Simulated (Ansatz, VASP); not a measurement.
# One calculation of P2C2O, two programs

```xyz
5
Lattice="-1.8378 1.8378 3.1078 1.8378 -1.8378 3.1078 1.8378 1.8378 -3.1078" Properties=species:S:1:pos:R:3 pbc="T T T"
P     0.0000    1.8378    1.5539
P     1.8378    0.0000    1.5539
C     0.0000    0.0000    2.3602
C     0.0000    0.0000    3.8555
O     0.0000    0.0000    0.0000
```

Change from the starting cell: species swapped into the YSi2Ir2 type (I4/mmm, No. 139).

Alike in both runs: task relaxation of cell and atoms; functional PBE; dispersion D3(BJ); k mesh 14 × 14 × 14; occupations gaussian, width 0.1 eV; no spin polarisation.

```csv
,VASP,Ansatz
version,VASP 6.6.1,Ansatz 0.2.0
potentials or method,"VASP PAW PBE potentials, release 64 (P, C, O), cutoff 600 eV","scalar-relativistic, plane waves, PAW"
valence electrons in the cell,24,24
```

|  | VASP | Ansatz | Ansatz less VASP |
| --- | --- | --- | --- |
| gap on the k mesh at the Fermi level, each at its own relaxed structure (eV) | none | none | - |
| relaxed volume (Å³/atom) | 8.36 | 8.38 | +0.019 |
| relaxed cell length with the largest relative difference (Å) | 4.047 | 4.049 | +0.0025 |

A gap of «none» marks a metal or a gap that the smearing closes.
